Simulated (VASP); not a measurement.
# TiSi16 (a cell with a defect) in VASP: further runs, part 2 of 2

VASP 6.6.1. Earlier steps stand in the parts before.

## (3) Single point, PBE

The input, INCAR:

```
SYSTEM = TiSi16
ALGO = Normal
EDIFF = 1E-7
ENCUT = 520
GGA = PE
ISIF = 2
ISMEAR = 0
LASPH = .TRUE.
LCHARG = .TRUE.
LELF = .TRUE.
LREAL = Auto
LVHAR = .TRUE.
LWAVE = .FALSE.
NBANDS = 52
NELM = 100
PREC = Accurate
SIGMA = 0.02
```

The input, KPOINTS:

```
k-points
0
G
  2 2 2
  0 0 0
```

The input, POSCAR:

```
TiSi16
1.0
    0.0000000000      5.4300000000      5.4300000000
    5.4300000000      0.0000000000      5.4300000000
    5.4300000000      5.4300000000      0.0000000000
Si Ti
16 1
Direct
   -0.0006700737     -0.0005019337     -0.0099255064
    0.1201604972      0.1190523941      0.1234875691
   -0.0005502762     -0.0003887661      0.4972158379
    0.1235764273      0.1237381215      0.6194959484
   -0.0180878453      0.5038495396      0.0001535912
    0.1159585635      0.6270379374      0.1238023941
   -0.0029876611      0.4943119705      0.4974355433
    0.1159847145      0.6272143646      0.6192226519
    0.5040247698     -0.0199748619      0.0009527624
    0.6267457643      0.1154078269      0.1238286372
    0.4942162983     -0.0032452118      0.4975901473
    0.6269291897      0.1154352670      0.6199879374
    0.4984243094      0.4986062615      0.0020314917
    0.6192066298      0.6167872928      0.1249911602
    0.4985137201      0.4986360037      0.4869225599
    0.6236229282      0.6232240331      0.6195988029
    0.3701576427      0.3690465930      0.8734077348
```

Potentials or basis: VASP PAW PBE potentials, release 64 (Si, Ti_sv).

Started as:

```
$ cat potpaw_PBE.64/Si/POTCAR potpaw_PBE.64/Ti_sv/POTCAR > POTCAR
$ mpirun -np 1 vasp_std > vasp.out
```

It took 6.7 min on 1 thread of Intel Xeon Platinum 8259CL at 2.50GHz (Skylake/Cascade Lake), shared host; peak memory 0.5 GiB.

The run converged. Its results:

```yaml
Free_energy: -92.2044 eV
Pressure: 4.0 GPa
Largest_force: 0.010 eV/Å
Band_gap_on_the_k_mesh: zero (band 38 reaches 6.96 eV, above the bottom of band 39 at 6.56 eV)
```

Forces in eV/Å, atoms in the order of the input:
```
Si   0.001  0.002  0.000
Si   0.002 -0.004  0.002
Si  -0.001  0.001 -0.001
Si   0.000  0.001 -0.002
Si   0.001 -0.004 -0.003
Si   0.000 -0.002 -0.003
Si  -0.001  0.002  0.002
Si   0.001  0.005 -0.006
Si  -0.006  0.005  0.002
Si   0.001  0.000 -0.003
Si  -0.001  0.001  0.001
Si   0.002 -0.002 -0.005
Si  -0.002  0.006  0.008
Si   0.005 -0.003  0.001
Si  -0.005  0.000  0.004
Si   0.005 -0.003  0.000
Ti  -0.002 -0.004  0.004
```

Stress tensor (GPa, compression positive):
```
 3.96 -0.12 -0.01
-0.12  3.97  0.01
-0.01  0.01  4.11
```

Levels at points of the mesh, in eV from the Fermi level:
```
           k point  band 34  band 35  band 36  band 37  band 38  band 39  band 40  band 41  band 42  band 43
(0.00, 0.00, 0.00)    -0.98    -0.98    -0.97    -0.42    -0.39    -0.36    -0.11    -0.06     0.26     0.86
(0.50, 0.00, 0.00)    -1.95    -1.36    -1.35    -0.26     0.04     0.07     0.45     0.45     0.80     1.24
(0.00, 0.50, 0.00)    -1.96    -1.36    -1.35    -0.25     0.04     0.06     0.45     0.45     0.79     1.25
(0.00, 0.00, 0.50)    -1.96    -1.36    -1.35    -0.28     0.00     0.07     0.45     0.47     0.84     1.23
(0.50, 0.50, 0.50)    -1.96    -1.36    -1.35    -0.28     0.00     0.07     0.45     0.47     0.84     1.23
(0.50, 0.50, 0.00)    -1.99    -1.99    -1.88    -0.70    -0.03     0.57     0.62     1.11     1.33     1.76
(0.00, 0.50, 0.50)    -2.00    -2.00    -1.86    -0.69    -0.03     0.57     0.58     1.12     1.35     1.73
(0.50, 0.00, 0.50)    -2.00    -2.00    -1.86    -0.69    -0.03     0.57     0.58     1.12     1.35     1.73
```

Caveat: the k points lie up to 0.50 Å⁻¹ apart.

## (4) Single point, PBE

The input, INCAR:

```
ALGO     = Normal         # electronic algorithm
EDIFF    = 1E-7           # SCF threshold, eV
ENCUT    = 520            # plane-wave cutoff, eV
GGA      = PE             # functional
ISIF     = 2              # what is computed and relaxed
ISMEAR   = 0              # smearing method
LASPH    = T              # aspherical terms in the spheres
LCHARG   = F              # write CHGCAR
LREAL    = Auto         
LWAVE    = F              # write WAVECAR
NBANDS   = 52             # bands
NELM     = 80             # most SCF steps
PREC     = Accurate       # precision mode
SIGMA    = 0.02           # smearing width, eV
```

The input, KPOINTS:

```
k-points
0
Gamma
  2 2 2
```

The input, POSCAR:

```
TiSi16
1.0
    0.0000000000      5.4300000000      5.4300000000
    5.4300000000      0.0000000000      5.4300000000
    5.4300000000      5.4300000000      0.0000000000
Si Ti
16 1
Direct
    0.0149739411     -0.0185848066     -0.0009279006
    0.1376326888      0.1202321363      0.1218094843
    0.0041901473      0.0002676796      0.4955698895
    0.1380127993      0.1163536832      0.6181848066
    0.0147193370      0.5047197053     -0.0011589319
    0.1393055249      0.6183786372      0.1234751381
    0.0162441068      0.4993409761      0.4853809392
    0.1379871087      0.6277784530      0.6179622468
    0.5114087477      0.0002409761     -0.0115943831
    0.6340505525      0.1163448435      0.1221980663
    0.5117087477     -0.0023767035      0.4959048803
    0.6336296501      0.1244255985      0.6178197053
    0.5012188766      0.4993527624      0.0003477901
    0.6338070902      0.6277435543      0.1221702578
    0.5116592081      0.4950474217      0.4958472376
    0.6338563536      0.6241534070      0.6179939227
   -0.1123487109      0.3702072744      0.8718525783
```

Potentials or basis: VASP PAW PBE potentials, release 64 (Si, Ti_sv).

Started as:

```
$ cat potpaw_PBE.64/Si/POTCAR potpaw_PBE.64/Ti_sv/POTCAR > POTCAR
$ mpirun -np 1 vasp_std > vasp.out
```

OUTCAR:

```text
EDIFF = 1E-7
   ENCUT = 520
   GGA = PE
   ISIF = 2
   ISMEAR = 0
   LASPH = T
   LREAL = Auto
   NELM = 80
   PREC = Accurate

 ion  position               nearest neighbor table
   1  0.015  0.981  0.999-   6 2.28   4 2.39  10 2.39   2 2.41  17 2.44
   2  0.138  0.120  0.122-   3 2.34   9 2.34   1 2.41   5 2.41  17 2.71
   3  0.004  0.000  0.496-  12 2.32   8 2.34   4 2.34   2 2.34
   4  0.138  0.116  0.618-   3 2.34  11 2.34   1 2.39   7 2.40  17 2.76
   5  0.015  0.505  0.999-   6 2.28   8 2.39  14 2.39   2 2.41  17 2.44
   6  0.139  0.618  0.123-   7 2.27  13 2.27   5 2.28   1 2.28
   7  0.016  0.499  0.485-   6 2.27  16 2.40   8 2.40   4 2.40  17 2.42
[... 647 lines left out ...]
  Total        7.9167815      8.2160042      7.9173756      0.0019571      0.0038265      0.2358168
  in kB       39.6122726     41.1094580     39.6152449      0.0097927      0.0191461      1.1799291
  external PRESSURE =      40.1123251 kB  Pullay stress =       0.0000000 kB

 VOLUME and BASIS-vectors are now :
 -----------------------------------------------------------------------------
  energy-cutoff  :      520.00
  volume of cell :      320.21
      direct lattice vectors                 reciprocal lattice vectors
     0.000000000  5.430000000  5.430000000    -0.092081031  0.092081031  0.092081031
     5.430000000  0.000000000  5.430000000     0.092081031 -0.092081031  0.092081031
     5.430000000  5.430000000  0.000000000     0.092081031  0.092081031 -0.092081031

 POSITION                                       TOTAL-FORCE (eV/Angst)
 -----------------------------------------------------------------------------------
     10.75405      5.50627      5.41039        -0.002627     -0.001296     -0.003923
      1.31429      1.40877      1.40021         0.001533      0.000687      0.000209
      2.69240      2.71370      0.02421        -0.000111      0.000441     -0.001196
      3.98854      4.10615      1.38121         0.002357      0.001243     -0.000998
      8.16433      5.50363      2.82055         0.002778      0.000200      0.002130
      4.02827      1.42690      4.11423         0.001338      0.000161      0.001473
[... 9 lines left out ...]
      6.74486      6.79755      6.83099        -0.000237      0.000090      0.000570
      6.74439      9.55411      6.83017        -0.005204     -0.007849      0.006065
 -----------------------------------------------------------------------------------
    total drift:                               -0.002680     -0.006262      0.007121

  FREE ENERGIE OF THE ION-ELECTRON SYSTEM (eV)
  ---------------------------------------------------
  free  energy   TOTEN  =       -92.2045538962 eV

  energy  without entropy=      -92.2009450842  energy(sigma->0) =      -92.20274949
```

Wall time 8.2 min (1 thread of Intel Xeon Platinum 8259CL at 2.50GHz (Skylake/Cascade Lake), shared host); peak memory 0.49 GiB.

What came out:

```
Free energy            : -92.2046 eV
Pressure               : 4.0 GPa
Largest force          : 0.011 eV/Å
Band gap on the k mesh : zero (band 38 reaches 6.96 eV, above the bottom of band 39 at 6.56 eV)
```

Forces in eV/Å, atoms in the order of the input:
```
Si  -0.003 -0.001 -0.004
Si   0.002  0.001  0.000
Si   0.000  0.000 -0.001
Si   0.002  0.001 -0.001
Si   0.003  0.000  0.002
Si   0.001  0.000  0.001
Si  -0.002 -0.002  0.000
Si   0.002  0.002 -0.001
Si  -0.001 -0.001  0.001
Si   0.000  0.002  0.001
Si   0.001  0.001  0.002
Si   0.001  0.003 -0.001
Si   0.003 -0.002 -0.005
Si  -0.001  0.002  0.001
Si  -0.002  0.001 -0.002
Si   0.000  0.000  0.001
Ti  -0.005 -0.008  0.006
```

Stress tensor (GPa, compression positive):
```
3.96 0.00 0.12
0.00 4.11 0.00
0.12 0.00 3.96
```

Caveat: the k points lie up to 0.50 Å⁻¹ apart.
